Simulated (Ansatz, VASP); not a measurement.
**CoO: VASP beside Ansatz**

Contents of INCAR:

```
PREC     = Accurate       # precision mode
ENCUT    = 600            # plane-wave cutoff, eV
EDIFF    = 1E-6           # SCF threshold, eV
ISMEAR   = -1             # smearing method
SIGMA    = 0.05           # smearing width, eV
LREAL    = False          # projectors in reciprocal space
LASPH    = True           # aspherical terms in the spheres
NELM     = 200            # most SCF steps
ALGO     = Normal         # electronic algorithm
ISIF     = 2              # what is computed and relaxed
LWAVE    = False          # write WAVECAR
LCHARG   = False          # write CHGCAR
ISPIN    = 2              # spin polarisation
MAGMOM   = 2 0            # initial moments
LORBIT   = 11             # projections on sites
LMAXMIX  = 4              # l up to which the mixer works
GGA      = PE             # functional
NBANDS   = 22             # bands
GGA_COMPAT= False
```

Contents of KPOINTS:

```
Automatic mesh
0
Gamma
  10 10 10
```

File POSCAR:

```
CoO
1.0
    0.0000000000      2.3279122262      2.3279122262
    2.3279122262      0.0000000000      2.3279122262
    2.3279122262      2.3279122262      0.0000000000
Co O
1 1
Direct
    0.0000000000      0.0000000000      0.0000000000
    0.2500000000      0.2500000000      0.2500000000
```

Contents of input.yaml:

```yaml
crystal:
  lattice:
    - [0.0, 2.3279122262, 2.3279122262]
    - [2.3279122262, 0.0, 2.3279122262]
    - [2.3279122262, 2.3279122262, 0.0]
  atoms:
    - { symbol: Co, position: [0.0, 0.0, 0.0], spin: 2.0 }
    - { symbol: O, position: [0.25, 0.25, 0.25] }
hamiltonian:
  xc: pbe
  pseudopotentials: { kind: paw }
magnetization:
  spin_polarized: true
kpoints:
  mp_grid: { grid: [10, 10, 10] }
scf:
  occupations: { method: fermi_dirac, width: 0.05 }
output:
  forces: true
  stress: true
  eigenvalues: true
  write_density: true
  write_potential: true
  elf: true
  volumetric_format: npy
```

Alike in both runs: task single point; functional PBE; k mesh 10 × 10 × 10; occupations fermi-dirac, width 0.05 eV; collinear spin.

|  | VASP | Ansatz |
| --- | --- | --- |
| version | VASP 6.6.1 | Ansatz 0.2.0 |
| potentials or method | VASP PAW PBE potentials, release 64 (Co_sv, O) | Ansatz PAW |
| plane-wave cutoff (eV) | 600 | 420 |
| valence electrons in the cell | 23 | 23 |

|  | VASP | Ansatz | Ansatz less VASP |
| --- | --- | --- | --- |
| gap on the k mesh at the Fermi level (eV) | none | none | - |
| pressure (GPa) | -12.4 | -10.6 | +1.73 |
| net moment per atom (μB) | 1.48 | 1.48 | +0.002 |
| size of the moment on the site where the two differ most (μB) | 2.47 | 2.40 | -0.074 |

Site moments also hang on the region over which each program counts them. A gap of «none» marks a metal or a gap that the smearing closes. The functional is the same, so the differences come from potentials, cutoffs and numerics.
